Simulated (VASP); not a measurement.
# Al (I4/mmm) in VASP: notebook

The runs below take Al through single point, with r2SCAN.

Program: VASP 6.6.1. These are calculated values, not measurements. Logs are shortened: lines on timing, memory, paths and dates and some standing lists are left out, and cuts for length are marked.

## (1) The cell of the first run

The structure is tetragonal, space group I4/mmm (No. 139). The conventional cell has a = 2.623 Å, b = 2.623 Å, c = 4.822 Å, α = 90.00°, β = 90.00°, γ = 90.00°. Al (site symmetry 4/mmm) has 12 Al at 2.62 to 3.04 Å within 3.5 Å.

## (2) Single point, r2SCAN

The input, POSCAR:

```
Al
1.0
    0.0000000000      1.8544925768      2.4108403498
    1.8544925768      0.0000000000      2.4108403498
    1.8544925768      1.8544925768      0.0000000000
Al
1
Direct
    0.0000000000      0.0000000000      0.0000000000
```

The input, INCAR.step1:

```
PREC = Accurate
ENCUT = 520
ISMEAR = 0
SIGMA = 0.15
LREAL = False
LASPH = True
NELM = 80
NBANDS = 8
GGA = PE
ALGO = Normal
EDIFF = 1E-4
LWAVE = True
LCHARG = False
```

The input, INCAR.step2:

```
PREC = Accurate
ENCUT = 520
EDIFF = 1E-6
ISMEAR = 0
SIGMA = 0.15
LREAL = False
LASPH = True
NELM = 80
ALGO = Normal
ISIF = 2
LWAVE = False
LCHARG = False
METAGGA = R2SCAN
LMIXTAU = True
NBANDS = 8
ISTART = 1
```

The input, KPOINTS:

```
Automatic mesh
0
Gamma
  22 22 22
```

Potentials or basis: VASP PAW PBE potentials, release 64 (Al).

On the command line:

```
$ cat potpaw_PBE.64/Al/POTCAR > POTCAR
$ cp INCAR.step1 INCAR
$ mpirun -np 1 vasp_std > vasp.out
$ cp INCAR.step2 INCAR
$ mpirun -np 1 vasp_std > vasp.out
```

OUTCAR:

```text
PREC = Accurate
   ENCUT = 520
   EDIFF = 1E-6
   ISMEAR = 0
   LREAL = False
   LASPH = True
   NELM = 80
   ISIF = 2
   METAGGA = R2SCAN
   ISTART = 1

 ion  position               nearest neighbor table
   1  0.000  0.000  0.000-

  LATTYP: Found a body centered tetragonal cell.
 ALAT       =     2.6226485534
 C/A-ratio  =     1.8384776311

  Lattice vectors:

 A1 = (  -1.8544925768,   0.0000000000,   2.4108403498)
 A2 = (   1.8544925768,   0.0000000000,   2.4108403498)
 A3 = (   0.0000000000,   1.8544925768,  -2.4108403498)

Analysis of symmetry for initial positions (statically):
=====================================================================
 Subroutine PRICEL returns:
 Original cell was already a primitive cell.

 Routine SETGRP: Setting up the symmetry group for a
 body centered tetragonal supercell.

 Subroutine GETGRP returns: Found 16 space group operations
 (whereof 16 operations were pure point group operations)
 out of a pool of 16 trial point group operations.

The static configuration has the point symmetry D_4h.

Analysis of symmetry for dynamics (positions and initial velocities):
=====================================================================
 Subroutine PRICEL returns:
 Original cell was already a primitive cell.

 Routine SETGRP: Setting up the symmetry group for a
 body centered tetragonal supercell.

 Subroutine GETGRP returns: Found 16 space group operations
 (whereof 16 operations were pure point group operations)
 out of a pool of 16 trial point group operations.

The dynamic configuration has the point symmetry D_4h.

 Subroutine INISYM returns: Found 16 space group operations
 (whereof 16 operations are pure point group operations),
 and found     1 'primitive' translations

----------------------------------------------------------------------------------------

                                     Primitive cell

  volume of cell :      16.5824

  direct lattice vectors                    reciprocal lattice vectors
     0.000000000  1.854492577  2.410840350    -0.269615531  0.269615531  0.207396562
     1.854492577  0.000000000  2.410840350     0.269615531 -0.269615531  0.207396562
     1.854492577  1.854492577  0.000000000     0.269615531  0.269615531 -0.207396562

  length of vectors
     3.041593975  3.041593975  2.622648553     0.434048848  0.434048848  0.434048848

  position of ions in fractional coordinates (direct lattice)
     0.000000000  0.000000000  0.000000000
[... 77 lines left out ...]
   LREAL  =      F    real-space projection
   EDIFFG = 0.1E-04   stopping-criterion for IOM
   NSW    =      0    number of steps for IOM
   IBRION =     -1    ionic relax: 0-MD 1-quasi-New 2-CG
   NFREE  =      0    steps in history (QN), initial steepest desc. (CG)
   ISIF   =      2    stress and relaxation
   ISYM   =      2    0-nonsym 1-usesym 2-fastsym
   POTIM  = 0.5000    time-step for ionic-motion
   TEBEG  =    0.0;   TEEND  =   0.0 temperature during run
   PSTRESS=    0.0 pullay stress
   NELECT =       3.0000    total number of electrons
   NUPDOWN=      -1.0000    fix difference up-down
   EMIN   =  10.00;   EMAX   =-10.00  energy-range for DOS
   EFERMI =   0.00;   METHOD = LEGACY
   ISMEAR =     0;   SIGMA  =   0.15  broadening in eV -4-tet -1-fermi 0-gaus
   EFERMI_NEDOS =   21; number of points for ismear=-14 and -15
   IALGO  =     38    algorithm
   IMIX   =      4    mixing-type and parameters
     AMIX     =   0.40;   BMIX     =  1.00
     AMIX_MAG =   1.60;   BMIX_MAG =  1.00
  volume/ion in A,a.u.               =      16.58       111.90
  Fermi-wavevector in a.u.,A,eV,Ry     =   0.925903  1.749704 11.664236  0.857297
  Thomas-Fermi vector in A             =   2.051808
   LORBIT       =      0    0 simple, 1 ext, 2 COOP (PROOUT), +10 PAW based schemes
   METAGGA = R2SCAN    functional components
   LHFCALC =     F    Hartree Fock is set to
   AEXX    =    0.0000 exact exchange contribution
   IVDW    =     0    specifies the selected vdW correction
   LEPSILON=     F    determine dielectric tensor
   LRPA    =     F    only Hartree local field effects (RPA)
 non-spin polarized calculation
 Gauss-broadening in eV      SIGMA  =   0.15
  energy-cutoff  :      520.00
  volume of cell :       16.58
 maximum number of plane-waves:       462
   NGX = 11   NGY = 11   NGZ =  9

 number of electron       3.0000000 magnetization

 Free energy of the ion-electron system (eV)
  ---------------------------------------------------
  ext. energy  EPLUGINS =         0.00000000
  ---------------------------------------------------
  free energy    TOTEN  =        -6.54940561 eV

  energy without entropy =       -6.54478059  energy(sigma->0) =       -6.54709310

 E-fermi :   7.8438     XC(G=0): -10.8942

 val. band max:        7.8333403348   @ k =  -0.3636   0.3182   0.2273
 cond. band min:       7.8463657467   @ k =  -0.2273   0.2727   0.0909
 fundamental gap:      0.0130254119
 Fermi energy:         7.8437800546

 k-point     1 :       0.0000    0.0000    0.0000
  band No.  band energies     occupation
      1      -3.8628      2.00000
      2      19.8710      0.00000
      3      20.8652      0.00000
      4      21.2361      0.00000
      5      23.2660      0.00000
      6      23.2660      0.00000
      7      23.4000      0.00000
      8      23.4000      0.00000
[... 243 lines left out ...]
 k-point    24 :      -0.4545    0.0455    0.0000
  band No.  band energies     occupation
      1       2.7843      2.00000
      2       4.1145      2.00000
      3      14.3335      0.00000
      4      17.6000      0.00000
      5      23.2602      0.00000
      6      24.5274      0.00000
      7      25.7618      0.00000
      8      27.0300      0.00000

 [... further k-points ...]

------------------------ aborting loop because EDIFF is reached ----------------------------------------

  FORCE on cell =-STRESS in cart. coord.  units (eV):
  Direction    XX          YY          ZZ          XY          YZ          ZX
  --------------------------------------------------------------------------------------
  -------------------------------------------------------------------------------------
  Total        0.9643826      0.9643826     -1.2794450      0.0000000     -0.0000000     -0.0000000
  in kB       93.1775539     93.1775539   -123.6185255      0.0000000     -0.0000000     -0.0000000
  external PRESSURE =      20.9121941 kB  Pullay stress =       0.0000000 kB

 VOLUME and BASIS-vectors are now :
 -----------------------------------------------------------------------------
  energy-cutoff  :      520.00
  volume of cell :       16.58
      direct lattice vectors                 reciprocal lattice vectors
     0.000000000  1.854492577  2.410840350    -0.269615531  0.269615531  0.207396562
     1.854492577  0.000000000  2.410840350     0.269615531 -0.269615531  0.207396562
     1.854492577  1.854492577  0.000000000     0.269615531  0.269615531 -0.207396562

 POSITION                                       TOTAL-FORCE (eV/Angst)
 -----------------------------------------------------------------------------------
      0.00000      0.00000      0.00000         0.000000     -0.000000      0.000000
 -----------------------------------------------------------------------------------
    total drift:                                0.000000      0.000000     -0.000000

  FREE ENERGIE OF THE ION-ELECTRON SYSTEM (eV)
  ---------------------------------------------------
  free  energy   TOTEN  =        -6.5494056063 eV

  energy  without entropy=       -6.5447805895  energy(sigma->0) =       -6.54709310
```

OSZICAR.step1:

```text
N       E                     dE             d eps       ncg     rms          rms(c)
DAV:   1    -0.222150797840E+01   -0.22215E+01   -0.86975E+02 13432   0.206E+02
DAV:   2    -0.360460810087E+01   -0.13831E+01   -0.13415E+01 18864   0.187E+01
DAV:   3    -0.361140668283E+01   -0.67986E-02   -0.67947E-02 16640   0.146E+00
DAV:   4    -0.361142585089E+01   -0.19168E-04   -0.19167E-04 19712   0.671E-02
DAV:   5    -0.361142591537E+01   -0.64485E-07   -0.65137E-07 16808   0.238E-03    0.128E+00
DAV:   6    -0.360047722025E+01    0.10949E-01   -0.15208E-03 15576   0.174E-01    0.749E-01
DAV:   7    -0.359273533483E+01    0.77419E-02   -0.43010E-03 15464   0.281E-01    0.138E-01
DAV:   8    -0.359273453387E+01    0.80096E-06   -0.22064E-05 18656   0.319E-02
   1 F= -.35927345E+01 E0= -.35903381E+01  d E =-.479280E-02
```

Run time: 1.9 min. Hardware: 1 thread of Intel Xeon Platinum 8559C (Emerald Rapids), shared host; peak memory 0.21 GiB.

What came out:

```yaml
Free_energy: -6.5494 eV
Pressure: 2.1 GPa
Band_gap_on_the_k_mesh: zero (an odd number of electrons rules out a gap without spin polarisation)
```

Stress tensor (GPa, compression positive):
```
  9.32   0.00   0.00
  0.00   9.32   0.00
  0.00   0.00 -12.36
```

Caveat: the stress differs along the axes, from -12 to 9 GPa; the PAW data sets were made with another functional, which shifts forces and pressure a little.

## (3) Single point, r2SCAN

This run uses another cell than the first one, of the same volume but with other edges.

The input, POSCAR:

```
Al
1.0
    0.0000000000      2.0810232911      1.9145414278
    2.0810232911      0.0000000000      1.9145414278
    2.0810232911      2.0810232911      0.0000000000
Al
1
Direct
    0.0000000000      0.0000000000      0.0000000000
```

The input, INCAR.step1:

```
  PREC = Accurate
  ENCUT = 520
  ISMEAR = 0
  SIGMA = 0.15
  LREAL = False
  LASPH = True
  NELM = 60
  NBANDS = 8
  GGA = PE
  ALGO = Normal
  EDIFF = 1E-4
  LWAVE = True
  LCHARG = False
```

The input, INCAR.step2:

```
  PREC = Accurate
  ENCUT = 520
  EDIFF = 1E-6
  ISMEAR = 0
  SIGMA = 0.15
  LREAL = False
  LASPH = True
  NELM = 60
  ALGO = Normal
  ISIF = 2
  LWAVE = False
  LCHARG = False
  METAGGA = R2SCAN
  LMIXTAU = True
  NBANDS = 8
  ISTART = 1
```

The input, KPOINTS:

```
regular mesh
0
Gamma
  22 22 22
```

Potentials or basis: VASP PAW PBE potentials, release 64 (Al).

On the command line:

```
$ cat potpaw_PBE.64/Al/POTCAR > POTCAR
$ cp INCAR.step1 INCAR
$ mpirun -np 1 vasp_std > vasp.out
$ cp INCAR.step2 INCAR
$ mpirun -np 1 vasp_std > vasp.out
```

It took 2.6 min on 1 thread of Intel Xeon Platinum 8559C (Emerald Rapids), shared host; peak memory 0.21 GiB.

The run converged. Its results:

- Free energy: -6.7164 eV
- Pressure: -3.2 GPa
- Band gap on the k mesh: zero (an odd number of electrons rules out a gap without spin polarisation)

Stress tensor (GPa, compression positive):
```
-4.97  0.00  0.00
 0.00 -4.97  0.00
 0.00  0.00  0.21
```

Levels at points of the mesh, in eV from the Fermi level:
| k point | band 1 | band 2 | band 3 | band 4 | band 5 | band 6 |
| --- | --- | --- | --- | --- | --- | --- |
| (0.00, 0.00, 0.00) | -11.80 | 13.09 | 13.09 | 14.01 | 15.01 | 15.31 |
| (0.50, 0.00, 0.00) | -4.96 | -4.49 | 11.11 | 11.23 | 12.70 | 12.75 |
| (0.50, 0.50, 0.00) | -2.20 | -0.44 | 4.80 | 4.93 | 4.93 | 8.81 |
| (0.50, 0.00, 0.50) | -3.56 | -2.23 | 5.91 | 6.32 | 6.88 | 10.40 |

Caveat: the stress differs along the axes, from -5 to 0 GPa; the PAW data sets were made with another functional, which shifts forces and pressure a little.

## (4) Single point, r2SCAN

This run uses another cell than the first one, of the same volume but with other edges.

The input, POSCAR:

```
Al
1.0
    0.0000000000      1.9606887411      2.1567576152
    1.9606887411      0.0000000000      2.1567576152
    1.9606887411      1.9606887411      0.0000000000
Al
1
Direct
    0.0000000000      0.0000000000      0.0000000000
```

The input, INCAR.step1:

```
SYSTEM = Al
PREC = Accurate ; ENCUT = 520
ISMEAR = 0 ; SIGMA = 0.15
LREAL = .False. ; LASPH = .True.
NELM = 100 ; NBANDS = 8
GGA = PE ; ALGO = Normal
EDIFF = 1E-4 ; LWAVE = .True.
LCHARG = .False.
```

The input, INCAR.step2:

```
SYSTEM = Al
PREC = Accurate ; ENCUT = 520
EDIFF = 1E-6 ; ISMEAR = 0
SIGMA = 0.15 ; LREAL = .False.
LASPH = .True. ; NELM = 100
ALGO = Normal ; ISIF = 2
LWAVE = .False. ; LCHARG = .True.
METAGGA = R2SCAN ; LMIXTAU = .True.
LELF = .True. ; LVHAR = .True.
NBANDS = 8 ; ISTART = 1
```

The input, KPOINTS:

```
regular mesh
0
Gamma
  22 22 22
  0 0 0
```

On the command line:

```
$ cat potpaw_PBE.64/Al/POTCAR > POTCAR
$ cp INCAR.step1 INCAR
$ mpirun -np 1 vasp_std > vasp.out
$ cp INCAR.step2 INCAR
$ mpirun -np 1 vasp_std > vasp.out
```

It took 2.4 min on 1 thread of Intel Xeon Platinum 8559C (Emerald Rapids), shared host; peak memory 0.21 GiB.

Results (log left out):

| Property | Result |
| --- | --- |
| Free energy | -6.7112 eV |
| Pressure | -3.0 GPa |
| Band gap on the k mesh | zero (an odd number of electrons rules out a gap without spin polarisation) |

Stress tensor (GPa, compression positive):
```
-0.86  0.00  0.00
 0.00 -0.86  0.00
 0.00  0.00 -7.27
```

Levels at points of the mesh, in eV from the Fermi level:
```
           k point  band 1  band 2  band 3  band 4  band 5  band 6
(0.00, 0.00, 0.00)  -11.80   12.65   13.80   13.80   15.11   15.11
(0.50, 0.00, 0.00)   -4.96   -4.49   10.62   10.72   13.25   13.58
(0.50, 0.50, 0.00)   -4.04   -2.97    6.27    7.26    7.26   11.11
(0.50, 0.00, 0.50)   -2.63   -0.96    5.10    5.19    5.81    9.26
```

Caveat: the stress differs along the axes, from -7 to -1 GPa; the PAW data sets were made with another functional, which shifts forces and pressure a little.

## (5) The runs side by side

```tsv
cell	gap on the mesh (eV)	pressure (GPa)
a = 3.042, b = 3.042, c = 2.623 Å, angles 64.5, 64.5, 51.1°, 1 atom	none	2.1
a = 2.828, b = 2.828, c = 2.943 Å, angles 58.6, 58.6, 62.7°, 1 atom	none	-3.2
a = 2.915, b = 2.915, c = 2.773 Å, angles 61.6, 61.6, 56.8°, 1 atom	none	-3.0
```

Alike in all rows: task single point; level r2SCAN; potentials or basis VASP PAW PBE potentials, release 64 (Al); no spin polarisation; k mesh 22 × 22 × 22; cutoff (eV) 520; smearing gaussian 0.15 eV.

Caveats: the PAW data sets were made with another functional, which shifts forces and pressure a little; the stress differs along the axes, from -12 to 9 GPa (at least some runs); the stress differs along the axes, from -5 to 0 GPa (at least some runs); the stress differs along the axes, from -7 to -1 GPa (at least some runs).

Total energies depend on the potentials used, so only differences within one code and one set of settings carry meaning.
